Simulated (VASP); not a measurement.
Set up this calculation in VASP 6.6.1, as the native input.

| Property | Result |
| --- | --- |
| Task | single point |
| Functional | LDA |
| Potentials or basis | VASP PAW LDA potentials, release 64 (Ag) |
| Cutoff | 520 eV |
| k mesh | 20 × 20 × 20 |
| Occupations | fermi-dirac, width 0.15 eV |
| Spin | no spin polarisation |
| Dipole correction | no |
| Further INCAR settings | ALGO = Normal; EDIFF = 1e-06; NBANDS = 12 |

The structure of Ag lies in POSCAR:

```
Ag
1.0
    0.0000000000      1.9873193871      1.9873193871
    1.9873193871      0.0000000000      1.9873193871
    1.9873193871      1.9873193871      0.0000000000
Ag
1
Direct
    0.0000000000      0.0000000000      0.0000000000
```

These files were run (other wordings do the same):

INCAR

```
SYSTEM = Ag
PREC = Accurate
ENCUT = 520
EDIFF = 1E-6
ISMEAR = -1
SIGMA = 0.15
LREAL = .FALSE.
LASPH = .TRUE.
NELM = 100
ALGO = Normal
ISIF = 2
LWAVE = .FALSE.
LCHARG = .FALSE.
NBANDS = 12
```

KPOINTS

```
Automatic mesh
0
G
  20 20 20
  0 0 0
```

Potentials or basis: VASP PAW LDA potentials, release 64 (Ag).

Command:

```bash
$ cat potpaw_LDA.64/Ag/POTCAR > POTCAR
$ mpirun -np 1 vasp_std > vasp.out
```

It gave:

The pressure is 3.1 GPa and the band gap on the k mesh is zero (an odd number of electrons rules out a gap without spin polarisation).

Caveat: the cell stands under pressure.

Run time: 42 s on 1 thread of Intel(R) Xeon(R) Platinum 8259CL CPU @ 2.50GHz (Skylake/Cascade Lake) (shared host), peak memory 0.16 GiB.
